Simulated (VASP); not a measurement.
A run of VASP 6.6.1 is set up as follows.

Contents of INCAR:

```
SYSTEM = CdS
ALGO = Normal ; EDIFF = 1E-6
EDIFFG = -0.005 ; ENCUT = 600
GGA = PE ; IBRION = 2
ISIF = 3 ; ISMEAR = -1
LASPH = .TRUE. ; LCHARG = .FALSE.
LREAL = .FALSE. ; LWAVE = .FALSE.
NELM = 100 ; NSW = 60
PREC = Accurate ; PSTRESS = 0.098
SIGMA = 0.1
```

The input KPOINTS:

```
k-points
0
G
  13 13 13
  0 0 0
```

Contents of POSCAR:

```
CdS
1.0
    3.3787979575      0.0000000000      0.0000000000
    0.0000000000      3.3787979575      0.0000000000
    0.0000000000      0.0000000000      3.3787979575
Cd S
1 1
Direct
    0.0000000000      0.0000000000      0.0000000000
    0.5000000000      0.5000000000      0.5000000000
```

Potentials or basis: VASP PAW PBE potentials, release 64 (Cd, S).

Run with:

```sh
$ cat potpaw_PBE.64/Cd/POTCAR potpaw_PBE.64/S/POTCAR > POTCAR
$ mpirun -np 1 vasp_std > vasp.out
```

Problem. Predict the relaxed cell.

Solution. a = 3.415 Å, b = 3.415 Å, c = 3.415 Å, α = 90.00°, β = 90.00°, γ = 90.00°.

Problem. Estimate the relaxed volume.

Solution. 19.91 Å³/atom.

Problem. Estimate the space group after relaxing (to 0.05 Å).

Solution. Pm-3m (No. 221).

The path:
```
step  energy change (eV)  largest force (eV/Å)  pressure (GPa)  volume (Å³)
   1              0.0000                0.0000            2.40        38.57
   2             -0.0085                0.0000           -0.65        40.20
   3             -0.0092                0.0000            0.02        39.83
```

Caveat: the cell is relaxed towards a set pressure, so the enthalpy falls and the energy may rise.
